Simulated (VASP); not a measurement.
## PbS: single point with PBEsol

Crystal: PbS.

```
Pb S
1.0
     5.95343   -5.98210    0.58142
     5.95343    5.98210    0.58142
    -0.58796    0.00000    5.97037
Pb S
8 8
Direct
  0.37416 0.37615 0.74803
  0.11791 0.12429 0.25849
  0.38321 0.87427 0.76165
  0.12841 0.63249 0.25306
  0.87622 0.37193 0.74559
  0.63532 0.13388 0.25075
  0.86367 0.87172 0.75278
  0.62290 0.62091 0.26805
  0.12627 0.11500 0.72166
  0.36435 0.36555 0.27331
  0.10796 0.61997 0.70394
  0.35444 0.87432 0.26738
  0.61610 0.12098 0.73322
  0.87406 0.38858 0.22288
  0.64889 0.60968 0.72964
  0.86881 0.87301 0.27882
```

| Item | Value |
| --- | --- |
| Program | VASP 6.6.1 |
| Task | single point |
| Functional | PBEsol |
| Potentials or basis | VASP PAW PBE potentials, release 64 (Pb_d, S) |
| Cutoff | 520 eV |
| k mesh | 2 × 2 × 2 |
| Occupations | fermi-dirac, width 0.026 eV |
| Spin | no spin polarisation |
| Dipole correction | no |
| Further INCAR settings | LREAL = Auto; ALGO = Normal; EDIFF = 1e-06; NBANDS = 94 |

```json
{"Pressure": "-0.9 GPa", "Largest force": "0.499 eV/Å", "Band gap on the k mesh": "0.39 eV, direct"}
```

Forces on the atoms (eV/Å):
```
Pb  -0.161  0.044 -0.230
Pb   0.089 -0.154  0.089
Pb  -0.004  0.298 -0.145
Pb  -0.059 -0.018 -0.014
Pb   0.189 -0.248  0.070
Pb  -0.082  0.084  0.099
Pb   0.301 -0.228 -0.139
Pb   0.087  0.027 -0.016
S    0.132 -0.329  0.254
S    0.148 -0.138 -0.048
S    0.015 -0.152  0.381
S    0.383 -0.009 -0.176
S   -0.201  0.090  0.017
S   -0.417  0.180  0.062
S   -0.287  0.408 -0.014
S   -0.133  0.145 -0.190
```

Stress tensor (GPa, compression positive):
```
-2.50 -0.08 -0.44
-0.08 -2.78  0.15
-0.44  0.15  2.45
```

Levels at points of the mesh, in eV from the valence-band top:
| k point | band 76 | band 77 | band 78 | band 79 | band 80 | band 81 | band 82 | band 83 | band 84 | band 85 |
| --- | --- | --- | --- | --- | --- | --- | --- | --- | --- | --- |
| (0.00, 0.00, 0.00) | -1.56 | -0.96 | -0.77 | -0.61 | -0.48 | 1.16 | 1.36 | 1.54 | 1.78 | 2.35 |
| (0.50, 0.00, 0.00) | -1.87 | -1.60 | -1.49 | -1.07 | -0.98 | 2.50 | 2.62 | 2.84 | 3.08 | 3.15 |
| (0.00, 0.50, 0.00) | -1.83 | -1.58 | -1.55 | -1.03 | -0.98 | 2.53 | 2.60 | 2.89 | 3.05 | 3.10 |
| (0.50, 0.50, 0.00) | -1.37 | -0.92 | -0.86 | -0.82 | -0.77 | 1.91 | 2.12 | 2.20 | 2.24 | 2.31 |
| (0.00, 0.00, 0.50) | -0.82 | -0.38 | -0.26 | -0.04 | 0.00 | 0.39 | 0.51 | 0.67 | 0.84 | 1.67 |
| (0.50, 0.00, 0.50) | -0.97 | -0.87 | -0.85 | -0.69 | -0.47 | 1.24 | 1.31 | 1.50 | 1.58 | 1.68 |
| (0.00, 0.50, 0.50) | -0.99 | -0.89 | -0.82 | -0.65 | -0.51 | 1.23 | 1.34 | 1.48 | 1.57 | 1.68 |
| (0.50, 0.50, 0.50) | -0.82 | -0.63 | -0.55 | -0.34 | -0.30 | 0.94 | 1.05 | 1.20 | 1.32 | 1.54 |

It took 10 min on 1 thread of Oxide Virtual Turin-like Processor, on a shared host, peak memory 0.51 GiB.

Caveat: the k points lie up to 0.52 Å⁻¹ apart; the PAW data sets were made with another functional, which shifts forces and pressure a little; spin-orbit coupling is left out, which moves the levels of the heavy elements. A k mesh can miss the band edges.
